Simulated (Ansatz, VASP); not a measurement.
## One calculation of K, two programs

```
CELL_PARAMETERS angstrom
0.00000 3.41434 3.41434
3.41434 0.00000 3.41434
3.41434 3.41434 0.00000
ATOMIC_POSITIONS crystal
K 0.00000 0.00000 0.00000
```

Change from the starting cell: volume scaled by 1.02.

Alike in both runs: task single point; functional PBE; k mesh 7 × 7 × 7; occupations fermi-dirac, width 0.05 eV; no spin polarisation.

|  | VASP | Ansatz |
| --- | --- | --- |
| version | VASP 6.6.1 | Ansatz 0.2.0 |
| potentials or method | VASP PAW PBE potentials, release 64 (K_sv), cutoff 520 eV | all-electron LAPW, scalar-relativistic |

VASP gave:

| Quantity | Value |
| --- | --- |
| gap on the k mesh at the Fermi level (eV) | none |
| pressure (GPa) | -0.3 |

Q: Estimate Ansatz's values.

A: gap on the k mesh at the Fermi level (eV): none; pressure (GPa): -0.2.

A gap of «none» marks a metal or a gap that the smearing closes. Ansatz ran all-electron here, and VASP with PAW potentials.
